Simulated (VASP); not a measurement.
# MgO2 (I4/mcm) in VASP: a series of runs

MgO2 is run at these levels: LDA; tasks: single point, relaxation of cell and atoms.

Everything below comes from runs of VASP 6.6.1. Logs are shortened: lines on timing, memory, paths and dates and some standing lists are left out, and cuts for length are marked.

## Step 1: The cell of the first run

The structure is tetragonal, space group I4/mcm (No. 140). Conventional cell: a = 3.894 Å, b = 3.894 Å, c = 4.552 Å, α = 90.00°, β = 90.00°, γ = 90.00°. Mg (site symmetry 422) has 8 O at 1.92 Å and 2 Mg at 2.28 Å within 2.5 Å. O (site symmetry m2m) has 1 O at 1.36 Å within 1.8 Å.

## Step 2: Single point, LDA

The input, INCAR:

```
ALGO = Normal
EDIFF = 1E-6
ENCUT = 520
GGA = CA
ISIF = 2
ISMEAR = 0
LASPH = T
LCHARG = F
LREAL = F
LWAVE = F
NBANDS = 23
NELM = 100
PREC = Accurate
SIGMA = 0.02
```

The input, KPOINTS:

```
k-points
0
Gamma
  8 8 8
```

The input, POSCAR:

```
MgO2
1.0
   -1.9472381470      1.9472381470      2.2762241748
    1.9472381470     -1.9472381470      2.2762241748
    1.9472381470      1.9472381470     -2.2762241748
Mg O
2 4
Direct
    0.2500000000      0.2500000000      0.0000000000
    0.7500000000      0.7500000000      0.0000000000
    0.1237137235      0.6237137235      0.7474274471
    0.6237137235      0.8762862765      0.5000000000
    0.8762862765      0.3762862765      0.2525725529
    0.3762862765      0.1237137235      0.5000000000
```

Potentials or basis: VASP PAW LDA potentials, release 64 (Mg, O).

The run is started by

```
cat potpaw_LDA.64/Mg/POTCAR potpaw_LDA.64/O/POTCAR > POTCAR
mpirun -np 1 vasp_std > vasp.out
```

OUTCAR:

```text
EDIFF = 1E-6
   ENCUT = 520
   GGA = CA
   ISIF = 2
   ISMEAR = 0
   LASPH = T
   LREAL = F
   NELM = 100
   PREC = Accurate

 ion  position               nearest neighbor table
   1  0.250  0.250  0.000-   3 1.92   5 1.92   4 1.92   6 1.92   6 1.92   4 1.92   3 1.92   5 1.92
                             2 2.28   2 2.28   4 2.73   4 2.73   6 2.73   6 2.73   5 2.73   3 2.73
   2  0.750  0.750  0.000-   3 1.92   5 1.92   4 1.92   6 1.92   4 1.92   6 1.92   5 1.92   3 1.92
                             1 2.28   1 2.28   4 2.73   6 2.73   4 2.73   6 2.73   5 2.73   3 2.73
   3  0.124  0.624  0.747-   5 1.36   2 1.92   1 1.92   1 1.92   2 1.92   2 2.73   1 2.73   1 2.73
                             2 2.73
   4  0.624  0.876  0.500-   6 1.36   2 1.92   1 1.92   2 1.92   1 1.92   1 2.73   2 2.73   1 2.73
                             2 2.73
   5  0.876  0.376  0.253-   3 1.36   2 1.92   1 1.92   2 1.92   1 1.92   1 2.73   2 2.73   2 2.73
                             1 2.73
   6  0.376  0.124  0.500-   4 1.36   1 1.92   2 1.92   1 1.92   2 1.92   2 2.73   2 2.73   1 2.73
                             1 2.73

  LATTYP: Found a body centered tetragonal cell.
 ALAT       =     3.8944762940
 C/A-ratio  =     1.1689500734

  Lattice vectors:

 A1 = (  -1.9472381470,   1.9472381470,   2.2762241748)
 A2 = (   1.9472381470,  -1.9472381470,   2.2762241748)
 A3 = (   1.9472381470,   1.9472381470,  -2.2762241748)

Analysis of symmetry for initial positions (statically):
=====================================================================
 Subroutine PRICEL returns:
 Original cell was already a primitive cell.

 Routine SETGRP: Setting up the symmetry group for a
 body centered tetragonal supercell.

 Subroutine GETGRP returns: Found 16 space group operations
 (whereof  8 operations were pure point group operations)
 out of a pool of 16 trial point group operations.

The static configuration has the point symmetry C_4h.
 The point group associated with its full space group is D_4h.

Analysis of symmetry for dynamics (positions and initial velocities):
=====================================================================
 Subroutine PRICEL returns:
 Original cell was already a primitive cell.

 Routine SETGRP: Setting up the symmetry group for a
 body centered tetragonal supercell.

 Subroutine GETGRP returns: Found 16 space group operations
 (whereof  8 operations were pure point group operations)
 out of a pool of 16 trial point group operations.

The dynamic configuration has the point symmetry C_4h.
 The point group associated with its full space group is D_4h.

 Subroutine INISYM returns: Found 16 space group operations
 (whereof  8 operations are pure point group operations),
 and found     1 'primitive' translations

----------------------------------------------------------------------------------------

                                     Primitive cell

  volume of cell :      34.5234

  direct lattice vectors                    reciprocal lattice vectors
    -1.947238147  1.947238147  2.276224175     0.000000000  0.256773934  0.219662020
     1.947238147 -1.947238147  2.276224175     0.256773934  0.000000000  0.219662020
     1.947238147  1.947238147 -2.276224175     0.256773934  0.256773934  0.000000000

  length of vectors
     3.572767736  3.572767736  3.572767736     0.337911610  0.337911610  0.363133180

  position of ions in fractional coordinates (direct lattice)
     0.250000000  0.250000000  0.000000000
     0.750000000  0.750000000  0.000000000
     0.123713724  0.623713724  0.747427447
     0.623713724  0.876286276  0.500000000
     0.876286276  0.376286276  0.252572553
     0.376286276  0.123713724  0.500000000

  ion indices of the primitive-cell ions
   primitive index   ion index
                 1           1
                 2           2
                 3           3
                 4           4
                 5           5
                 6           6

----------------------------------------------------------------------------------------

 KPOINTS: k-points

Automatic generation of k-mesh.
 Grid dimensions read from file:
 generate k-points for:    8    8    8

 Generating k-lattice:

  Cartesian coordinates                     Fractional coordinates (reciprocal lattice)
     0.000000000  0.032096742  0.027457752     0.125000000  0.000000000  0.000000000
     0.032096742  0.000000000  0.027457752     0.000000000  0.125000000  0.000000000
     0.032096742  0.032096742  0.000000000     0.000000000  0.000000000  0.125000000

  Length of vectors
     0.042238951  0.042238951  0.045391648

  Shift w.r.t. Gamma in fractional coordinates (k-lattice)
     0.000000000  0.000000000  0.000000000

 Subroutine IBZKPT returns following result:
 ===========================================

 Found     59 irreducible k-points:

 Following reciprocal coordinates:
            Coordinates               Weight
  0.000000  0.000000  0.000000      1.000000
  0.125000  0.000000  0.000000      8.000000
  0.250000  0.000000  0.000000      8.000000
  0.375000  0.000000  0.000000      8.000000
  0.500000  0.000000  0.000000      4.000000
  0.125000  0.125000  0.000000      8.000000
[... 16 lines left out ...]
  0.250000  0.125000  0.125000     16.000000
  0.375000  0.125000  0.125000      8.000000
 [... further k-points ...]
   k-points           NKPTS =     59   k-points in BZ     NKDIM =     59   number of bands    NBANDS=     23
   number of dos      NEDOS =    301   number of ions     NIONS =      6
   total plane-waves  NPLWV =  21952
   dimension x,y,z NGX =    28 NGY =   28 NGZ =   28
   dimension x,y,z NGXF=    56 NGYF=   56 NGZF=   56
   ions per type =               2   4
   NGX,Y,Z   is equivalent  to a cutoff of  13.03, 13.03, 13.03 a.u.
   NGXF,Y,Z  is equivalent  to a cutoff of  26.06, 26.06, 26.06 a.u.
 SYSTEM =  unknown system
   PREC   = accura    normal or accurate (medium, high low for compatibility)
   ISTART =      0    job   : 0-new  1-cont  2-samecut
   ICHARG =      2    charge: 1-file 2-atom 10-const
   ISPIN  =      1    spin polarized calculation?
   LNONCOLLINEAR =      F non collinear calculations
   LSORBIT =      F    spin-orbit coupling
   LASPH  =      T    aspherical Exc in radial PAW
   ENCUT  =  520.0 eV  38.22 Ry    6.18 a.u.   6.64  6.64  6.64*2*pi/ulx,y,z
   NELM   =    100;   NELMIN=  2; NELMDL= -5     # of ELM steps
   EDIFF  = 0.1E-05   stopping-criterion for ELM
   LREAL  =      F    real-space projection
   EDIFFG = 0.1E-04   stopping-criterion for IOM
   NSW    =      0    number of steps for IOM
   IBRION =     -1    ionic relax: 0-MD 1-quasi-New 2-CG
   NFREE  =      0    steps in history (QN), initial steepest desc. (CG)
   ISIF   =      2    stress and relaxation
   ISYM   =      2    0-nonsym 1-usesym 2-fastsym
   POTIM  = 0.5000    time-step for ionic-motion
   TEBEG  =    0.0;   TEEND  =   0.0 temperature during run
   PSTRESS=    0.0 pullay stress
   NELECT =      28.0000    total number of electrons
   NUPDOWN=      -1.0000    fix difference up-down
   EMIN   =  10.00;   EMAX   =-10.00  energy-range for DOS
   EFERMI =   0.00;   METHOD = LEGACY
   ISMEAR =     0;   SIGMA  =   0.02  broadening in eV -4-tet -1-fermi 0-gaus
   EFERMI_NEDOS =   21; number of points for ismear=-14 and -15
   IALGO  =     38    algorithm
   IMIX   =      4    mixing-type and parameters
     AMIX     =   0.40;   BMIX     =  1.00
     AMIX_MAG =   1.60;   BMIX_MAG =  1.00
  volume/ion in A,a.u.               =       5.75        38.83
  Fermi-wavevector in a.u.,A,eV,Ry     =   1.526710  2.885063 31.713036  2.330842
  Thomas-Fermi vector in A             =   2.634706
   LORBIT       =      0    0 simple, 1 ext, 2 COOP (PROOUT), +10 PAW based schemes
   GGA     = CA    functional components
   LHFCALC =     F    Hartree Fock is set to
   AEXX    =    0.0000 exact exchange contribution
   IVDW    =     0    specifies the selected vdW correction
   LEPSILON=     F    determine dielectric tensor
   LRPA    =     F    only Hartree local field effects (RPA)
 non-spin polarized calculation
 Gauss-broadening in eV      SIGMA  =   0.02
  energy-cutoff  :      520.00
  volume of cell :       34.52
 maximum number of plane-waves:       943
   NGX = 13   NGY = 13   NGZ = 13

 number of electron      27.9999980 magnetization

 Free energy of the ion-electron system (eV)
  ---------------------------------------------------
  ext. energy  EPLUGINS =         0.00000000
  ---------------------------------------------------
  free energy    TOTEN  =       -32.21170930 eV

  energy without entropy =      -32.21170930  energy(sigma->0) =      -32.21170930

 E-fermi :   9.8725     XC(G=0): -14.1585

 val. band max:        9.7800579123   @ k =   0.5000   0.5000   0.5000
 cond. band min:      13.9315562421   @ k =  -0.2500   0.2500   0.0000
 fundamental gap:      4.1514983299
 Fermi energy:         9.8724522050

 k-point     1 :       0.0000    0.0000    0.0000
  band No.  band energies     occupation
      1     -17.0996      2.00000
      2     -13.4100      2.00000
      3      -6.8247      2.00000
      4      -6.8247      2.00000
      5      -0.1024      2.00000
      6       0.2081      2.00000
[... 15 lines left out ...]
     22      25.0309      0.00000
     23      27.1821      0.00000

 k-point     2 :       0.1250    0.0000    0.0000
  band No.  band energies     occupation
      1     -16.9642      2.00000
      2     -13.5649      2.00000
      3      -6.8551      2.00000
      4      -6.8385      2.00000
      5      -0.5572      2.00000
      6      -0.2746      2.00000
[... 15 lines left out ...]
     22      25.1254      0.00000
     23      26.9402      0.00000

 k-point     3 :       0.2500    0.0000    0.0000
  band No.  band energies     occupation
      1     -16.5778      2.00000
      2     -13.9919      2.00000
      3      -6.9285      2.00000
      4      -6.8898      2.00000
      5      -1.2100      2.00000
      6      -0.9462      2.00000
[... 15 lines left out ...]
     22      25.6049      0.00000
     23      26.9531      0.00000
[... 495 lines left out ...]
 k-point    23 :       0.2500    0.1250    0.1250
  band No.  band energies     occupation
      1     -15.8092      2.00000
      2     -14.6683      2.00000
      3      -7.4496      2.00000
      4      -7.4331      2.00000
      5      -1.1742      2.00000
      6       0.0231      2.00000
[... 15 lines left out ...]
     22      24.9780      0.00000
     23      27.7604      0.00000

 k-point    24 :       0.3750    0.1250    0.1250
  band No.  band energies     occupation
      1     -15.2292      2.00000
      2     -15.2292      2.00000
      3      -7.5462      2.00000
      4      -7.5462      2.00000
      5      -0.6356      2.00000
      6      -0.6356      2.00000
[... 15 lines left out ...]
     22      23.9208      0.00000
     23      28.4517      0.00000

 [... further k-points ...]
[... 5 lines left out ...]
  --------------------------------------------------------------------------------------
  -------------------------------------------------------------------------------------
  Total       28.2480148     28.2480148     27.6527149      0.0000000     -0.0000000      0.0000000
  in kB     1310.9476641   1310.9476641   1283.3206964      0.0000000     -0.0000000      0.0000000
  external PRESSURE =    1301.7386749 kB  Pullay stress =       0.0000000 kB

 VOLUME and BASIS-vectors are now :
 -----------------------------------------------------------------------------
  energy-cutoff  :      520.00
  volume of cell :       34.52
      direct lattice vectors                 reciprocal lattice vectors
    -1.947238147  1.947238147  2.276224175     0.000000000  0.256773934  0.219662020
     1.947238147 -1.947238147  2.276224175     0.256773934  0.000000000  0.219662020
     1.947238147  1.947238147 -2.276224175     0.256773934  0.256773934  0.000000000

 POSITION                                       TOTAL-FORCE (eV/Angst)
 -----------------------------------------------------------------------------------
      0.00000      0.00000      1.13811         0.000000      0.000000     -0.000000
      0.00000      0.00000      3.41434         0.000000      0.000000     -0.000000
      2.42904      0.48180     -0.00000         0.298628      0.298628      0.000000
      1.46544      0.48180      2.27622        -0.298628      0.298628     -0.000000
     -0.48180      1.46544      2.27622        -0.298628     -0.298628     -0.000000
      0.48180      1.46544      0.00000         0.298628     -0.298628      0.000000
 -----------------------------------------------------------------------------------
    total drift:                               -0.000000      0.000000      0.000000

  FREE ENERGIE OF THE ION-ELECTRON SYSTEM (eV)
  ---------------------------------------------------
  free  energy   TOTEN  =       -32.2117093042 eV

  energy  without entropy=      -32.2117093042  energy(sigma->0) =      -32.21170930
```

It took 18 s on 1 thread of Intel Xeon 6975P-C (Granite Rapids), shared host; peak memory 0.16 GiB.

Results:

* Free energy: -32.2117 eV
* Pressure: 130.2 GPa
* Largest force: 0.422 eV/Å
* Band gap on the k mesh: 4.15 eV (least direct gap 5.23 eV)

Forces in eV/Å, atoms in the order of the input:
```
Mg   0.000  0.000  0.000
Mg   0.000  0.000  0.000
O    0.299  0.299  0.000
O   -0.299  0.299  0.000
O   -0.299 -0.299  0.000
O    0.299 -0.299  0.000
```

Stress tensor (GPa, compression positive):
```
131.09   0.00   0.00
  0.00 131.09   0.00
  0.00   0.00 128.33
```

Caveat: the cell stands under pressure. A k mesh can miss the band edges.

[end of part 1 of 2]
